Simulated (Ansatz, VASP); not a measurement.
**Rh in VASP and in Ansatz**

File INCAR:

```
  ALGO = Normal
  EDIFF = 1E-6
  EDIFFG = -0.001
  ENCUT = 600
  GGA = PE
  IBRION = 2
  ISIF = 3
  ISMEAR = -1
  LASPH = True
  LCHARG = False
  LREAL = False
  LWAVE = False
  NELM = 60
  NSW = 80
  PREC = Accurate
  SIGMA = 0.15
```

File KPOINTS:

```
k-points
0
Gamma
  20 20 20
```

File POSCAR:

```
Rh
1.0
    0.0000000000      1.9149654119      1.9149654119
    1.9149654119      0.0000000000      1.9149654119
    1.9149654119      1.9149654119      0.0000000000
Rh
1
Direct
    0.0000000000      0.0000000000      0.0000000000
```

Input for Ansatz:

```yaml
crystal:
  lattice:
    - [0.0, 1.9149654119, 1.9149654119]
    - [1.9149654119, 0.0, 1.9149654119]
    - [1.9149654119, 1.9149654119, 0.0]
  atoms:
    - { symbol: Rh, position: [0.0, 0.0, 0.0] }
basis:
  ecutwfc: 420
kpoints:
  mp_grid: { grid: [20, 20, 20] }
hamiltonian:
  xc: pbe
scf:
  occupations: { method: fermi_dirac, width: 0.15 }
output:
  forces: true
  stress: true
  eigenvalues: true
relax:
  adjacent_minimum: "off"
  f_tol: 0.001
  max_steps: 60
  cell: { stress_tol: 0.01 }
```

Alike in both runs: task relaxation of cell and atoms; functional PBE; k mesh 20 × 20 × 20; occupations fermi-dirac, width 0.15 eV; no spin polarisation.

```csv
,VASP,Ansatz
version,VASP 6.6.1,Ansatz 0.2.0
potentials or method,"VASP PAW PBE potentials, release 64 (Rh_pv), cutoff 600 eV","scalar-relativistic, plane waves, PAW"
valence electrons in the cell,15,17
```

```tsv
	VASP	Ansatz	Ansatz less VASP
gap on the k mesh at the Fermi level, each at its own relaxed structure (eV)	none	none	-
relaxed volume (Å³/atom)	14.10	14.10	+0.006
relaxed cell length with the largest relative difference (Å)	2.711	2.712	+0.0004
```

A gap of «none» marks a metal or a gap that the smearing closes. VASP's potentials hold 15 valence electrons a cell and Ansatz's 17, so a difference there can come from the potentials and not from the codes.
